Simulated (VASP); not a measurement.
Here is a VASP 6.6.1 calculation.

Contents of INCAR:

```
  ALGO = Normal
  EDIFF = 1E-6
  ENCUT = 520
  GGA = PE
  ISIF = 2
  ISMEAR = 0
  LASPH = T
  LCHARG = F
  LREAL = F
  LWAVE = F
  NBANDS = 38
  NELM = 60
  PREC = Accurate
  SIGMA = 0.1
```

KPOINTS

```
k-points
0
Gamma
  3 3 4
```

The input POSCAR:

```
Cs3HfSc2
1.0
    6.8118974800      0.0000000000      0.0000000000
   -3.4059487400      5.8992762600      0.0000000000
    0.0000000000      0.0000000000      5.8232736100
Cs Hf Sc
3 1 2
Direct
    0.5000000000      0.0000000000      0.0000000000
    0.0000000000      0.5000000000      0.0000000000
    0.5000000000      0.5000000000      0.0000000000
    0.0000000000      0.0000000000      0.5000000000
    0.3333333300      0.6666666700      0.3532757800
    0.6666666700      0.3333333300      0.6467242200
```

Potentials or basis: VASP PAW PBE potentials, release 64 (Cs_sv, Hf_pv, Sc_sv).

Launch:

```sh
$ cat potpaw_PBE.64/Cs_sv/POTCAR potpaw_PBE.64/Hf_pv/POTCAR potpaw_PBE.64/Sc_sv/POTCAR > POTCAR
$ mpirun -np 1 vasp_std > vasp.out
```

Problem. Predict the pressure.

Solution. 1.8 GPa.

Problem. Predict the band gap on the k mesh.

Solution. Zero (an odd number of electrons rules out a gap without spin polarisation).

Problem. Estimate the largest force.

Solution. 2.921 eV/Å.

Stress tensor (GPa, compression positive):
```
0.52 0.00 0.00
0.00 0.52 0.00
0.00 0.00 4.32
```

Caveat: spin-orbit coupling is left out, which moves the levels of the heavy elements; forces of over 1 eV/Å act on the atoms, so gaps and moduli don't describe the material at rest.
